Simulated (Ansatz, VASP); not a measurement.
HfO2 in VASP and in Ansatz

```
CELL_PARAMETERS angstrom
0.20739 2.63391 2.63391
2.63391 0.20739 2.63391
2.63391 2.63391 0.20739
ATOMIC_POSITIONS crystal
Hf 0.00000 0.00000 0.00000
O 0.25000 0.25000 0.25000
O 0.75000 0.75000 0.75000
```

Alike in both runs: task single point; functional PBE; k mesh 8 × 8 × 8; occupations gaussian, width 0.05 eV; no spin polarisation.

|  | VASP | Ansatz |
| --- | --- | --- |
| version | VASP 6.6.1 | Ansatz 0.2.0 |
| potentials or method | VASP PAW PBE potentials, release 64 (Hf_pv, O), cutoff 520 eV | scalar-relativistic, plane waves, PAW |
| valence electrons in the cell | 22 | 38 |

Ansatz gave:

| Property | Result |
| --- | --- |
| gap on the k mesh at the Fermi level (eV) | 3.93 |
| least direct gap on the mesh (eV) | 3.93 |
| pressure (GPa) | 11.1 |
| traceless stress, the component that is largest in VASP (GPa) | -5.61 |
| rms of the force components (eV/Å) | 0.330 |

Estimate VASP's values.

gap on the k mesh at the Fermi level (eV): 3.95; least direct gap on the mesh (eV): 3.95; pressure (GPa): 7.2; traceless stress, the component that is largest in VASP (GPa): -5.29; rms of the force components (eV/Å): 0.290.

Atom by atom the forces differ by 0.041 eV/Å (rms over components). The functional is the same, so the differences come from potentials, cutoffs and numerics. VASP's potentials hold 22 valence electrons a cell and Ansatz's 38, so a difference there can come from the potentials and not from the codes.

Spin-orbit coupling is off throughout.
